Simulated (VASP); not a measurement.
A run of VASP 6.6.1 is set up as follows.

INCAR

```
SYSTEM = SnO
ALGO = Normal
EDIFF = 1E-6
ENCUT = 520
GGA = PE
ISIF = 2
ISMEAR = 0
LASPH = .True.
LCHARG = .False.
LREAL = .False.
LWAVE = .False.
NBANDS = 28
NELM = 80
PREC = Accurate
SIGMA = 0.01
```

File KPOINTS:

```
k-points
0
Gamma
  6 6 2
  0 0 0
```

Contents of POSCAR:

```
SnO
1.0
    3.2981563320      0.0000000000      0.0000000000
   -1.6490781660      2.8562871691      0.0000000000
    0.0000000000      0.0000000000      9.2163701104
Sn O
2 2
Direct
    0.3333333333      0.6666666667     -0.0066374682
    0.6666666667      0.3333333333      0.4933625318
    0.3333333333      0.6666666667      0.3816374682
    0.6666666667      0.3333333333      0.8816374682
```

Potentials or basis: VASP PAW PBE potentials, release 64 (Sn_d, O).

Command:

```bash
$ cat potpaw_PBE.64/Sn_d/POTCAR potpaw_PBE.64/O/POTCAR > POTCAR
$ mpirun -np 1 vasp_std > vasp.out
```

Task: Predict the pressure.

Result: 3.3 GPa.

Task: Predict the band gap on the k mesh.

Result: 1.39 eV, indirect (least direct gap 1.66 eV).

Stress tensor (GPa, compression positive):
```
3.97 0.00 0.00
0.00 3.97 0.00
0.00 0.00 2.11
```

Caveat: spin-orbit coupling is left out, which moves the levels of the heavy elements. As with any semilocal functional, this PBE gap is likely too small.
